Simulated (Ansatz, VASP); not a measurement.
**Hf2N: VASP beside Ansatz**

```
Hf N
1.0
     5.31312    0.00000    0.00000
     0.00000    5.31312    0.00000
     0.00000    0.00000    3.24210
Hf N
4 2
Direct
  0.29554 0.29554 0.00000
  0.70446 0.70446 0.00000
  0.79554 0.20446 0.50000
  0.20446 0.79554 0.50000
  0.00000 0.00000 0.00000
  0.50000 0.50000 0.50000
```

Alike in both runs: task single point; functional PBEsol; k mesh 8 × 8 × 12; no spin polarisation.

|  | VASP | Ansatz |
| --- | --- | --- |
| version | VASP 6.6.1 | Ansatz 0.2.0 |
| potentials or method | VASP PAW PBE potentials, release 64 (Hf_pv, N), cutoff 520 eV | scalar-relativistic, plane waves, PAW |
| occupations | methfessel-paxton of order 1, width 0.3 eV | cold, width 0.3 eV |
| valence electrons in the cell | 50 | 114 |

```csv
,VASP,Ansatz,Ansatz less VASP
gap on the k mesh at the Fermi level (eV),none,none,-
pressure (GPa),-3.3,-2.2,+1.02
"traceless stress, the component that is largest in VASP (GPa)",-0.48,-0.31,+0.168
rms of the force components (eV/Å),0.008,0.002,-0.0054
```

VASP's potentials were made for PBE, not for PBEsol. Atom by atom the forces differ by 0.005 eV/Å (rms over components). A gap of «none» marks a metal or a gap that the smearing closes. VASP's potentials hold 50 valence electrons a cell and Ansatz's 114, so a difference there can come from the potentials and not from the codes.

Spin-orbit coupling is off throughout.
